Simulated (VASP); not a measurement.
Set up this calculation in VASP 6.6.1, as the native input.

```
Task                   : single point
Functional             : PBEsol
Potentials or basis    : VASP PAW PBE potentials, release 64 (Si, Ni)
Cutoff                 : 520 eV
k mesh                 : 10 × 10 × 10
Occupations            : gaussian, width 0.15 eV
Spin                   : no spin polarisation
Dipole correction      : no
Further INCAR settings : ALGO = Normal; EDIFF = 1e-07; NBANDS = 38
```

The structure of SiNi lies in POSCAR:

```
SiNi
1.0
    4.2892579269      0.0000000000      0.0000000000
    0.0000000000      4.2892579269      0.0000000000
    0.0000000000      0.0000000000      4.8254151678
Si Ni
4 4
Direct
    0.8464645187      0.8464645187      0.8464645187
    0.6535354813      0.1535354813      0.3464645187
    0.3464645187      0.6535354813      0.1535354813
    0.1535354813      0.3464645187      0.6535354813
    0.1489904732      0.1489904732      0.1489904732
    0.3510095268      0.8510095268      0.6489904732
    0.6489904732      0.3510095268      0.8510095268
    0.8510095268      0.6489904732      0.3510095268
```

This cell differs from its parent crystal: strain -0.040 along x and y, +0.080 along z.

The input as run:

INCAR

```
SYSTEM = SiNi
ALGO = Normal
EDIFF = 1E-7
ENCUT = 520
GGA = PS
ISIF = 2
ISMEAR = 0
LASPH = .TRUE.
LCHARG = .FALSE.
LREAL = .FALSE.
LWAVE = .FALSE.
NBANDS = 38
NELM = 60
PREC = Accurate
SIGMA = 0.15
```

KPOINTS

```
k-points
0
G
  10 10 10
  0 0 0
```

Potentials or basis: VASP PAW PBE potentials, release 64 (Si, Ni).

Command:

```console
$ cat potpaw_PBE.64/Si/POTCAR potpaw_PBE.64/Ni/POTCAR > POTCAR
$ mpirun -np 1 vasp_std > vasp.out
```

Results of the run:

The pressure is 3.6 GPa, the largest force is 0.352 eV/Å and the band gap on the k mesh is zero (bands 28 and 29 overlap by 1.38 eV).

Caveat: the cell differs from its parent crystal (strain -0.040 along x and y, +0.080 along z); the cell stands under pressure; the PAW data sets were made with another functional, which shifts forces and pressure a little.

It took 4.7 min on 1 thread of Intel(R) Xeon(R) 6975P-C (Granite Rapids), with other jobs on the host, peak memory 0.59 GiB.
